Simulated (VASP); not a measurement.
# BaHfO3 (Pm-3m) in VASP: notebook

BaHfO3 is run at these levels: PBE, r2SCAN; tasks: single point.

Program: VASP 6.6.1. These are calculated values, not measurements. Logs are shortened: lines on timing, memory, paths and dates and some standing lists are left out, and cuts for length are marked.

## (1) The cell of the first run

The structure is cubic, space group Pm-3m (No. 221). The conventional cell has a = 4.206 Å, b = 4.206 Å, c = 4.206 Å, α = 90.00°, β = 90.00°, γ = 90.00°. Within 3.9 Å of Ba (site symmetry m-3m) lie 12 O at 2.97 Å and 8 Hf at 3.64 Å. Within 2.8 Å of Hf (site symmetry m-3m) lie 6 O at 2.10 Å. Within 2.8 Å of O (site symmetry 4/mmm) lie 2 Hf at 2.10 Å.

## (2) Single point, PBE

INCAR reads:

```
  PREC = Accurate
  ENCUT = 520
  EDIFF = 1E-6
  ISMEAR = 0
  SIGMA = 0.02
  LREAL = False
  LASPH = True
  NELM = 60
  ALGO = Normal
  ISIF = 2
  LWAVE = False
  LCHARG = True
  GGA = PE
  LELF = True
  LVHAR = True
  NBANDS = 27
```

KPOINTS reads:

```
Automatic mesh
0
Gamma
  6 6 6
```

POSCAR reads:

```
BaHfO3
1.0
    4.2057396751      0.0000000000      0.0000000000
    0.0000000000      4.2057396751      0.0000000000
    0.0000000000      0.0000000000      4.2057396751
Ba Hf O
1 1 3
Direct
    0.5000000000      0.5000000000      0.5000000000
    0.0000000000      0.0000000000      0.0000000000
    0.0000000000      0.5000000000      0.0000000000
    0.0000000000      0.0000000000      0.5000000000
    0.5000000000      0.0000000000      0.0000000000
```

Potentials or basis: VASP PAW PBE potentials, release 64 (Ba_sv, Hf_pv, O).

On the command line:

```sh
cat potpaw_PBE.64/Ba_sv/POTCAR potpaw_PBE.64/Hf_pv/POTCAR potpaw_PBE.64/O/POTCAR > POTCAR
mpirun -np 1 vasp_std > vasp.out
```

OUTCAR:

```text
PREC = Accurate
   ENCUT = 520
   EDIFF = 1E-6
   ISMEAR = 0
   LREAL = False
   LASPH = True
   NELM = 60
   ISIF = 2
   GGA = PE

 ion  position               nearest neighbor table
   1  0.500  0.500  0.500-   3 2.97   4 2.97   5 2.97   3 2.97   5 2.97   4 2.97   5 2.97   5 2.97
                             3 2.97   4 2.97   3 2.97   4 2.97   2 3.64   2 3.64   2 3.64   2 3.64
   2  0.000  0.000  0.000-   3 2.10   4 2.10   5 2.10   4 2.10   3 2.10   5 2.10   1 3.64   1 3.64
                             1 3.64   1 3.64   1 3.64   1 3.64   1 3.64   1 3.64
   3  0.000  0.500  0.000-   2 2.10   2 2.10   1 2.97   1 2.97   1 2.97   1 2.97
   4  0.000  0.000  0.500-   2 2.10   2 2.10   1 2.97   1 2.97   1 2.97   1 2.97
   5  0.500  0.000  0.000-   2 2.10   2 2.10   1 2.97   1 2.97   1 2.97   1 2.97

  LATTYP: Found a simple cubic cell.
 ALAT       =     4.2057396751

  Lattice vectors:

 A1 = (   4.2057396751,   0.0000000000,   0.0000000000)
 A2 = (   0.0000000000,   4.2057396751,   0.0000000000)
 A3 = (   0.0000000000,   0.0000000000,   4.2057396751)

Analysis of symmetry for initial positions (statically):
=====================================================================
 Subroutine PRICEL returns:
 Original cell was already a primitive cell.

 Routine SETGRP: Setting up the symmetry group for a
 simple cubic supercell.

 Subroutine GETGRP returns: Found 48 space group operations
 (whereof 48 operations were pure point group operations)
 out of a pool of 48 trial point group operations.

The static configuration has the point symmetry O_h .

Analysis of symmetry for dynamics (positions and initial velocities):
=====================================================================
 Subroutine PRICEL returns:
 Original cell was already a primitive cell.

 Routine SETGRP: Setting up the symmetry group for a
 simple cubic supercell.

 Subroutine GETGRP returns: Found 48 space group operations
 (whereof 48 operations were pure point group operations)
 out of a pool of 48 trial point group operations.

The dynamic configuration has the point symmetry O_h .

 Subroutine INISYM returns: Found 48 space group operations
 (whereof 48 operations are pure point group operations),
 and found     1 'primitive' translations

----------------------------------------------------------------------------------------

                                     Primitive cell

  volume of cell :      74.3922

  direct lattice vectors                    reciprocal lattice vectors
     4.205739675  0.000000000  0.000000000     0.237770304  0.000000000  0.000000000
[... 92 lines left out ...]
   NFREE  =      0    steps in history (QN), initial steepest desc. (CG)
   ISIF   =      2    stress and relaxation
   ISYM   =      2    0-nonsym 1-usesym 2-fastsym
   POTIM  = 0.5000    time-step for ionic-motion
   TEBEG  =    0.0;   TEEND  =   0.0 temperature during run
   PSTRESS=    0.0 pullay stress
   NELECT =      38.0000    total number of electrons
   NUPDOWN=      -1.0000    fix difference up-down
   EMIN   =  10.00;   EMAX   =-10.00  energy-range for DOS
   EFERMI =   0.00;   METHOD = LEGACY
   ISMEAR =     0;   SIGMA  =   0.02  broadening in eV -4-tet -1-fermi 0-gaus
   EFERMI_NEDOS =   21; number of points for ismear=-14 and -15
   IALGO  =     38    algorithm
   IMIX   =      4    mixing-type and parameters
     AMIX     =   0.40;   BMIX     =  1.00
     AMIX_MAG =   1.60;   BMIX_MAG =  1.00
  volume/ion in A,a.u.               =      14.88       100.40
  Fermi-wavevector in a.u.,A,eV,Ry     =   1.308660  2.473010 23.301231  1.712592
  Thomas-Fermi vector in A             =   2.439312
   LORBIT       =      0    0 simple, 1 ext, 2 COOP (PROOUT), +10 PAW based schemes
   GGA     = PE    functional components
   LHFCALC =     F    Hartree Fock is set to
   AEXX    =    0.0000 exact exchange contribution
   IVDW    =     0    specifies the selected vdW correction
   LEPSILON=     F    determine dielectric tensor
   LRPA    =     F    only Hartree local field effects (RPA)
 non-spin polarized calculation
 Gauss-broadening in eV      SIGMA  =   0.02
  energy-cutoff  :      520.00
  volume of cell :       74.39
 maximum number of plane-waves:      2016
 NGX is ok and might be reduce to    32
   NGX = 15   NGY = 15   NGZ = 15

 number of electron      37.9999990 magnetization

 Free energy of the ion-electron system (eV)
  ---------------------------------------------------
  ext. energy  EPLUGINS =         0.00000000
  ---------------------------------------------------
  free energy    TOTEN  =       -43.55814058 eV

  energy without entropy =      -43.55814058  energy(sigma->0) =      -43.55814058

 E-fermi :   2.4613     XC(G=0): -10.7199

 val. band max:        2.3217826790   @ k =   0.5000   0.5000   0.5000
 cond. band min:       5.8573892677   @ k =   0.0000   0.0000   0.0000
 fundamental gap:      3.5356065888
 Fermi energy:         2.4612675247

 k-point     1 :       0.0000    0.0000    0.0000
  band No.  band energies     occupation
      1     -26.5881      2.00000
      2     -26.5881      2.00000
      3     -26.5881      2.00000
      4     -23.0008      2.00000
      5     -14.3003      2.00000
      6     -13.7644      2.00000
[... 589 lines left out ...]
     26      11.4254      0.00000
     27      11.4254      0.00000

------------------------ aborting loop because EDIFF is reached ----------------------------------------

  FORCE on cell =-STRESS in cart. coord.  units (eV):
  Direction    XX          YY          ZZ          XY          YZ          ZX
  --------------------------------------------------------------------------------------
  -------------------------------------------------------------------------------------
  Total       -0.2389661     -0.2389661     -0.2389661     -0.0000000      0.0000000      0.0000000
  in kB       -5.1465926     -5.1465926     -5.1465926     -0.0000000      0.0000000      0.0000000
  external PRESSURE =      -5.1465926 kB  Pullay stress =       0.0000000 kB

 VOLUME and BASIS-vectors are now :
 -----------------------------------------------------------------------------
  energy-cutoff  :      520.00
  volume of cell :       74.39
      direct lattice vectors                 reciprocal lattice vectors
     4.205739675  0.000000000  0.000000000     0.237770304  0.000000000  0.000000000
     0.000000000  4.205739675  0.000000000     0.000000000  0.237770304  0.000000000
     0.000000000  0.000000000  4.205739675     0.000000000  0.000000000  0.237770304

 POSITION                                       TOTAL-FORCE (eV/Angst)
 -----------------------------------------------------------------------------------
      2.10287      2.10287      2.10287         0.000000      0.000000      0.000000
      0.00000      0.00000      0.00000         0.000000      0.000000      0.000000
      0.00000      2.10287      0.00000         0.000000      0.000000      0.000000
      0.00000      0.00000      2.10287         0.000000      0.000000      0.000000
      2.10287      0.00000      0.00000         0.000000      0.000000      0.000000
 -----------------------------------------------------------------------------------
    total drift:                                0.000000      0.000000     -0.000000

  FREE ENERGIE OF THE ION-ELECTRON SYSTEM (eV)
  ---------------------------------------------------
  free  energy   TOTEN  =       -43.5581405797 eV

  energy  without entropy=      -43.5581405797  energy(sigma->0) =      -43.55814058
```

OSZICAR:

```text
N       E                     dE             d eps       ncg     rms          rms(c)
DAV:   1     0.225580234395E+03    0.22558E+03   -0.20597E+04  1080   0.135E+03
DAV:   2    -0.379102618162E+02   -0.26349E+03   -0.25342E+03  1391   0.316E+02
DAV:   3    -0.503209771757E+02   -0.12411E+02   -0.12356E+02  1364   0.675E+01
DAV:   4    -0.506217133451E+02   -0.30074E+00   -0.30051E+00  1615   0.800E+00
DAV:   5    -0.506239517213E+02   -0.22384E-02   -0.22382E-02  1369   0.629E-01    0.560E+01
DAV:   6    -0.437599360334E+02    0.68640E+01   -0.34245E+01  1225   0.322E+01    0.492E+01
DAV:   7    -0.435945363706E+02    0.16540E+00   -0.19369E+00  1355   0.842E+00    0.328E+01
DAV:   8    -0.435820649833E+02    0.12471E-01   -0.38543E-01  1244   0.474E+00    0.827E+00
DAV:   9    -0.435580925369E+02    0.23972E-01   -0.86251E-02  1254   0.192E+00    0.222E+00
DAV:  10    -0.435582549820E+02   -0.16245E-03   -0.79615E-03  1358   0.565E-01    0.819E-01
DAV:  11    -0.435581004013E+02    0.15458E-03   -0.65175E-04  1355   0.155E-01    0.171E-01
DAV:  12    -0.435581352410E+02   -0.34840E-04   -0.70681E-05  1399   0.528E-02    0.101E-01
DAV:  13    -0.435581407218E+02   -0.54809E-05   -0.85730E-06  1439   0.183E-02    0.127E-02
DAV:  14    -0.435581405797E+02    0.14214E-06   -0.67294E-07   892   0.516E-03
   1 F= -.43558141E+02 E0= -.43558141E+02  d E =-.117765E-24
```

stdout:

```text
POSCAR found type information on POSCAR BaHfO
 POSCAR found :  3 types and       5 ions
 scaLAPACK will be used
 LDA part: xc-table for (Slater+PW92), standard interpolation
 POSCAR, INCAR and KPOINTS ok, starting setup
 FFT: planning ... GRIDC
 FFT: planning ... GRID_SOFT
 FFT: planning ... GRID
 WAVECAR not read
 entering main loop
```

Run time: 26 s. Hardware: 1 thread of Intel Xeon Platinum 8259CL at 2.50GHz (Skylake/Cascade Lake), shared host; peak memory 0.2 GiB.

What came out:

| Quantity | Value |
| --- | --- |
| Free energy | -43.5581 eV |
| Pressure | -0.5 GPa |
| Band gap on the k mesh | 3.54 eV (least direct gap 3.78 eV) |

Caveat: spin-orbit coupling is left out, which moves the levels of the heavy elements. A k mesh can miss the band edges.

## (3) Single point, r2SCAN

POSCAR is that of step 2.

INCAR.step1 reads:

```
SYSTEM = BaHfO3
ALGO = Normal
EDIFF = 1E-4
ENCUT = 520
GGA = PE
ISMEAR = 0
LASPH = .True.
LCHARG = .False.
LREAL = .False.
LWAVE = .True.
NBANDS = 27
NELM = 80
PREC = Accurate
SIGMA = 0.02
```

INCAR.step2 reads:

```
SYSTEM = BaHfO3
ALGO = Normal
EDIFF = 1E-7
ENCUT = 520
ISIF = 2
ISMEAR = 0
ISTART = 1
LASPH = .True.
LCHARG = .False.
LMIXTAU = .True.
LREAL = .False.
LWAVE = .False.
METAGGA = R2SCAN
NBANDS = 27
NELM = 80
PREC = Accurate
SIGMA = 0.02
```

KPOINTS reads:

```
k-points
0
Gamma
  6 6 6
  0 0 0
```

Potentials or basis: VASP PAW PBE potentials, release 64 (Ba_sv, Hf_pv, O).

On the command line:

```sh
cat potpaw_PBE.64/Ba_sv/POTCAR potpaw_PBE.64/Hf_pv/POTCAR potpaw_PBE.64/O/POTCAR > POTCAR
cp INCAR.step1 INCAR
mpirun -np 1 vasp_std > vasp.out
cp INCAR.step2 INCAR
mpirun -np 1 vasp_std > vasp.out
```

Run time: 2 min. Hardware: 1 thread of Intel Xeon Platinum 8259CL at 2.50GHz (Skylake/Cascade Lake), shared host; peak memory 0.21 GiB.

The run converged. Its results:

| Quantity | Value |
| --- | --- |
| Free energy | -107.9869 eV |
| Pressure | -4.1 GPa |
| Band gap on the k mesh | 4.06 eV (least direct gap 4.32 eV) |

Levels at points of the mesh, in eV from the valence-band top:
```
           k point  band 16  band 17  band 18  band 19  band 20  band 21  band 22  band 23
(0.00, 0.00, 0.00)    -0.97    -0.26    -0.26    -0.26     4.06     4.06     4.06     5.19
(0.50, 0.00, 0.00)    -1.69    -1.63    -0.59    -0.59     4.59     6.73     6.73     6.95
(0.50, 0.50, 0.00)    -1.14    -0.94    -0.94    -0.07     6.64     6.64     7.11     7.35
(0.50, 0.50, 0.50)    -2.52     0.00     0.00     0.00     6.59     6.59     6.59     8.17
```

Caveat: the cell stands under tension; the PAW data sets were made with another functional, which shifts forces and pressure a little; spin-orbit coupling is left out, which moves the levels of the heavy elements.

## (4) Single point, r2SCAN

POSCAR is that of step 3.

INCAR.step1 reads:

```
PREC = Accurate ; ENCUT = 520
ISMEAR = 0 ; SIGMA = 0.02
LREAL = False ; LASPH = True
NELM = 60 ; NBANDS = 27
GGA = PE ; ALGO = Normal
EDIFF = 1E-4 ; LWAVE = True
LCHARG = False
```

INCAR.step2 reads:

```
PREC = Accurate ; ENCUT = 520
EDIFF = 1E-6 ; ISMEAR = 0
SIGMA = 0.02 ; LREAL = False
LASPH = True ; NELM = 60
ALGO = Normal ; ISIF = 2
LWAVE = False ; LCHARG = True
METAGGA = R2SCAN ; LMIXTAU = True
LELF = True ; LVHAR = True
NBANDS = 27 ; ISTART = 1
```

KPOINTS reads:

```
regular mesh
0
Gamma
  6 6 6
```

On the command line:

```sh
cat potpaw_PBE.64/Ba_sv/POTCAR potpaw_PBE.64/Hf_pv/POTCAR potpaw_PBE.64/O/POTCAR > POTCAR
cp INCAR.step1 INCAR
mpirun -np 1 vasp_std > vasp.out
cp INCAR.step2 INCAR
mpirun -np 1 vasp_std > vasp.out
```

Wall time 1.9 min (1 thread of Intel Xeon Platinum 8259CL at 2.50GHz (Skylake/Cascade Lake), shared host); peak memory 0.21 GiB.

It converged, with:

* Free energy: -107.9869 eV
* Pressure: -4.1 GPa
* Band gap on the k mesh: 4.06 eV (least direct gap 4.32 eV)

Levels at points of the mesh, in eV from the valence-band top:
```tsv
k point	band 17	band 18	band 19	band 20	band 21	band 22
(0.00, 0.00, 0.00)	-0.26	-0.26	-0.26	4.06	4.06	4.06
(0.50, 0.00, 0.00)	-1.63	-0.59	-0.59	4.59	6.73	6.73
(0.50, 0.50, 0.00)	-0.94	-0.94	-0.07	6.64	6.64	7.11
(0.50, 0.50, 0.50)	0.00	0.00	0.00	6.59	6.59	6.59
```

Caveat: the cell stands under tension; the PAW data sets were made with another functional, which shifts forces and pressure a little; spin-orbit coupling is left out, which moves the levels of the heavy elements. A k mesh can miss the band edges.
